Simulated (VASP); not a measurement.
# MnHg (Pm-3m) in VASP: single point with LDA

Aim: the single point of MnHg with LDA.

All numbers are computed with VASP 6.6.1; they aren't measurements. Logs are shortened: lines on timing, memory, paths and dates and some standing lists are left out, and cuts for length are marked.

## (1) The cell of the first run

The structure is cubic, space group Pm-3m (No. 221). The conventional cell has a = 3.325 Å, b = 3.325 Å, c = 3.325 Å, α = 90.00°, β = 90.00°, γ = 90.00°. Within 3.8 Å of Hg (site symmetry m-3m) lie 8 Mn at 2.88 Å and 6 Hg at 3.33 Å. Mn (site symmetry m-3m) has 8 Hg at 2.88 Å and 6 Mn at 3.33 Å within 3.8 Å.

## (2) Single point, LDA

Contents of INCAR:

```
ALGO = Normal
EDIFF = 1E-6
ENCUT = 520
ISIF = 2
ISMEAR = -1
LASPH = T
LCHARG = F
LREAL = F
LWAVE = F
NBANDS = 33
NELM = 100
PREC = Accurate
SIGMA = 0.1
```

Contents of KPOINTS:

```
k-points
0
Gamma
  6 8 6
```

Contents of POSCAR:

```
MnHg
1.0
   -3.3250000000      0.0000000000     -3.3250000000
    0.0000000000     -3.3250000000      0.0000000000
   -3.3250000000      0.0000000000      3.3250000000
Hg Mn
2 2
Direct
    0.0000000000      0.0000000000      0.0000000000
    0.5000000000      0.0000000000      0.5000000000
    0.0000000000      0.5000000000      0.5000000000
    0.5000000000      0.5000000000      0.0000000000
```

Potentials or basis: VASP PAW LDA potentials, release 64 (Hg, Mn_pv).

Command:

```
$ cat potpaw_LDA.64/Hg/POTCAR potpaw_LDA.64/Mn_pv/POTCAR > POTCAR
$ mpirun -np 1 vasp_std > vasp.out
```

OUTCAR:

```text
EDIFF = 1E-6
   ENCUT = 520
   ISIF = 2
   ISMEAR = -1
   LASPH = T
   LREAL = F
   NELM = 100
   PREC = Accurate

 ion  position               nearest neighbor table
   1  0.000  0.000  0.000-   3 2.88   4 2.88   3 2.88   3 2.88   4 2.88   3 2.88   4 2.88   4 2.88
                             2 3.33   2 3.33   2 3.33   2 3.33
   2  0.500  0.000  0.500-   3 2.88   4 2.88   4 2.88   3 2.88   4 2.88   4 2.88   3 2.88   3 2.88
                             1 3.33   1 3.33   1 3.33   1 3.33
   3  0.000  0.500  0.500-   1 2.88   2 2.88   1 2.88   1 2.88   2 2.88   1 2.88   2 2.88   2 2.88

   4  0.500  0.500  0.000-   1 2.88   2 2.88   2 2.88   1 2.88   2 2.88   2 2.88   1 2.88   1 2.88

  LATTYP: Found a simple tetragonal cell.
 ALAT       =     4.7022600949
 C/A-ratio  =     0.7071067812

  Lattice vectors:

 A1 = (   3.3250000000,   0.0000000000,   3.3250000000)
 A2 = (  -3.3250000000,   0.0000000000,   3.3250000000)
 A3 = (   0.0000000000,  -3.3250000000,   0.0000000000)

Analysis of symmetry for initial positions (statically):
=====================================================================
 Subroutine PRICEL returns following result:

  LATTYP: Found a simple cubic cell.
 ALAT       =     3.3250000000

  Lattice vectors:

 A1 = (   0.0000000000,   0.0000000000,  -3.3250000000)
 A2 = (   0.0000000000,  -3.3250000000,   0.0000000000)
 A3 = (  -3.3250000000,   0.0000000000,   0.0000000000)

   2 primitive cells build up your supercell.

 Routine SETGRP: Setting up the symmetry group for a
 simple tetragonal supercell.

 Subroutine GETGRP returns: Found 16 space group operations
 (whereof 16 operations were pure point group operations)
 out of a pool of 16 trial point group operations.

The static configuration has the point symmetry D_4h.

Analysis of symmetry for dynamics (positions and initial velocities):
=====================================================================
 Subroutine PRICEL returns following result:

  LATTYP: Found a simple cubic cell.
 ALAT       =     3.3250000000

  Lattice vectors:

 A1 = (   0.0000000000,   0.0000000000,  -3.3250000000)
 A2 = (   0.0000000000,  -3.3250000000,   0.0000000000)
 A3 = (  -3.3250000000,   0.0000000000,   0.0000000000)

   2 primitive cells build up your supercell.

 Routine SETGRP: Setting up the symmetry group for a
[... 101 lines left out ...]
   LNONCOLLINEAR =      F non collinear calculations
   LSORBIT =      F    spin-orbit coupling
   LASPH  =      T    aspherical Exc in radial PAW
   ENCUT  =  520.0 eV  38.22 Ry    6.18 a.u.   8.74  6.18  8.74*2*pi/ulx,y,z
   NELM   =    100;   NELMIN=  2; NELMDL= -5     # of ELM steps
   EDIFF  = 0.1E-05   stopping-criterion for ELM
   LREAL  =      F    real-space projection
   EDIFFG = 0.1E-04   stopping-criterion for IOM
   NSW    =      0    number of steps for IOM
   IBRION =     -1    ionic relax: 0-MD 1-quasi-New 2-CG
   NFREE  =      0    steps in history (QN), initial steepest desc. (CG)
   ISIF   =      2    stress and relaxation
   ISYM   =      2    0-nonsym 1-usesym 2-fastsym
   POTIM  = 0.5000    time-step for ionic-motion
   TEBEG  =    0.0;   TEEND  =   0.0 temperature during run
   PSTRESS=    0.0 pullay stress
   NELECT =      50.0000    total number of electrons
   NUPDOWN=      -1.0000    fix difference up-down
   EMIN   =  10.00;   EMAX   =-10.00  energy-range for DOS
   EFERMI =   0.00;   METHOD = LEGACY
   ISMEAR =    -1;   SIGMA  =   0.10  broadening in eV -4-tet -1-fermi 0-gaus
   EFERMI_NEDOS =   21; number of points for ismear=-14 and -15
   IALGO  =     38    algorithm
   IMIX   =      4    mixing-type and parameters
     AMIX     =   0.40;   BMIX     =  1.00
     AMIX_MAG =   1.60;   BMIX_MAG =  1.00
  volume/ion in A,a.u.               =      18.38       124.03
  Fermi-wavevector in a.u.,A,eV,Ry     =   1.439671  2.720583 28.200141  2.072652
  Thomas-Fermi vector in A             =   2.558500
   LORBIT       =      0    0 simple, 1 ext, 2 COOP (PROOUT), +10 PAW based schemes
   GGA     = CA    functional components
   LHFCALC =     F    Hartree Fock is set to
   AEXX    =    0.0000 exact exchange contribution
   IVDW    =     0    specifies the selected vdW correction
   LEPSILON=     F    determine dielectric tensor
   LRPA    =     F    only Hartree local field effects (RPA)
 non-spin polarized calculation
  energy-cutoff  :      520.00
  volume of cell :       73.52
 maximum number of plane-waves:      2013
 NGX is ok and might be reduce to    36
   NGX = 17   NGY = 13   NGZ = 17

 number of electron      49.9999964 magnetization

 Free energy of the ion-electron system (eV)
  ---------------------------------------------------
  ext. energy  EPLUGINS =         0.00000000
  ---------------------------------------------------
  free energy    TOTEN  =       -17.68646235 eV

  energy without entropy =      -17.31728020  energy(sigma->0) =      -17.50187127

 E-fermi :   4.4211     XC(G=0): -11.9790

 val. band max:        4.4097736073   @ k =   0.3333   0.5000   0.1667
 cond. band min:       4.4287273373   @ k =   0.0000   0.2500   0.0000
 fundamental gap:      0.0189537300
 Fermi energy:         4.4210717108

 k-point     1 :       0.0000    0.0000    0.0000
  band No.  band energies     occupation
      1     -42.7825      2.00000
      2     -42.7825      2.00000
      3     -42.7667      2.00000
      4     -42.7667      2.00000
      5     -42.7655      2.00000
      6     -42.7628      2.00000
[... 853 lines left out ...]
     32       9.3151      0.00000
     33      10.1679      0.00000

 [... further k-points ...]

------------------------ aborting loop because EDIFF is reached ----------------------------------------

  FORCE on cell =-STRESS in cart. coord.  units (eV):
  Direction    XX          YY          ZZ          XY          YZ          ZX
  --------------------------------------------------------------------------------------
  -------------------------------------------------------------------------------------
  Total      -10.5468727    -10.5473928    -10.5468727     -0.0000000     -0.0000000      0.0000000
  in kB     -229.8419738   -229.8533087   -229.8419738     -0.0000000     -0.0000000      0.0000000
  external PRESSURE =    -229.8457521 kB  Pullay stress =       0.0000000 kB

 VOLUME and BASIS-vectors are now :
 -----------------------------------------------------------------------------
  energy-cutoff  :      520.00
  volume of cell :       73.52
      direct lattice vectors                 reciprocal lattice vectors
    -3.325000000  0.000000000 -3.325000000    -0.150375940  0.000000000 -0.150375940
     0.000000000 -3.325000000  0.000000000     0.000000000 -0.300751880  0.000000000
    -3.325000000  0.000000000  3.325000000    -0.150375940  0.000000000  0.150375940

 POSITION                                       TOTAL-FORCE (eV/Angst)
 -----------------------------------------------------------------------------------
      0.00000      0.00000      0.00000         0.000000      0.000000     -0.000000
     -3.32500      0.00000      0.00000         0.000000      0.000000     -0.000000
     -1.66250     -1.66250      1.66250        -0.000000     -0.000000      0.000000
     -1.66250     -1.66250     -1.66250        -0.000000     -0.000000      0.000000
 -----------------------------------------------------------------------------------
    total drift:                               -0.000000     -0.000000      0.000000

  FREE ENERGIE OF THE ION-ELECTRON SYSTEM (eV)
  ---------------------------------------------------
  free  energy   TOTEN  =       -17.6864623529 eV

  energy  without entropy=      -17.3172801960  energy(sigma->0) =      -17.50187127
```

OSZICAR:

```text
N       E                     dE             d eps       ncg     rms          rms(c)
DAV:   1     0.546360564607E+03    0.54636E+03   -0.27981E+04  3348   0.174E+03
DAV:   2     0.730276283438E+01   -0.53906E+03   -0.51691E+03  3336   0.489E+02
DAV:   3    -0.196730754349E+02   -0.26976E+02   -0.25982E+02  3714   0.123E+02
DAV:   4    -0.200813205393E+02   -0.40825E+00   -0.40605E+00  3596   0.142E+01
DAV:   5    -0.200866033992E+02   -0.52829E-02   -0.52813E-02  3644   0.166E+00    0.151E+01
DAV:   6    -0.210467352876E+02   -0.96013E+00   -0.28850E+01  3436   0.436E+01    0.179E+01
DAV:   7    -0.177657054875E+02    0.32810E+01   -0.12675E+01  3456   0.357E+01    0.684E+00
DAV:   8    -0.177097662639E+02    0.55939E-01   -0.51670E-01  3381   0.479E+00    0.297E+00
DAV:   9    -0.176883249416E+02    0.21441E-01   -0.59104E-02  3646   0.220E+00    0.420E-01
DAV:  10    -0.176867983719E+02    0.15266E-02   -0.27928E-03  3366   0.549E-01    0.177E-01
DAV:  11    -0.176864579476E+02    0.34042E-03   -0.90510E-04  3645   0.209E-01    0.369E-02
DAV:  12    -0.176864617028E+02   -0.37552E-05   -0.10172E-04  3386   0.896E-02    0.332E-02
DAV:  13    -0.176864629837E+02   -0.12809E-05   -0.29917E-06  3028   0.151E-02    0.821E-03
DAV:  14    -0.176864623529E+02    0.63079E-06   -0.14864E-06  1929   0.115E-02
   1 F= -.17686462E+02 E0= -.17501871E+02  d E =-.369182E+00
```

stdout:

```text
POSCAR found type information on POSCAR HgMn
 POSCAR found :  2 types and       4 ions
 scaLAPACK will be used
 LDA part: xc-table for (Slater(with rela. corr.)+CA(PZ))
 , standard interpolation
 POSCAR, INCAR and KPOINTS ok, starting setup
 FFT: planning ... GRIDC
 FFT: planning ... GRID_SOFT
 FFT: planning ... GRID
 WAVECAR not read
 entering main loop
```

Wall time 1.7 min (1 thread of AMD EPYC 7R43 (Zen 3), shared host); peak memory 0.19 GiB.

What came out:

```
Free energy            : -17.6865 eV
Pressure               : -23.0 GPa
Band gap on the k mesh : zero (band 25 reaches 4.73 eV, above the bottom of band 26 at 3.90 eV)
```

Caveat: spin-orbit coupling is left out, which moves the levels of the heavy elements.
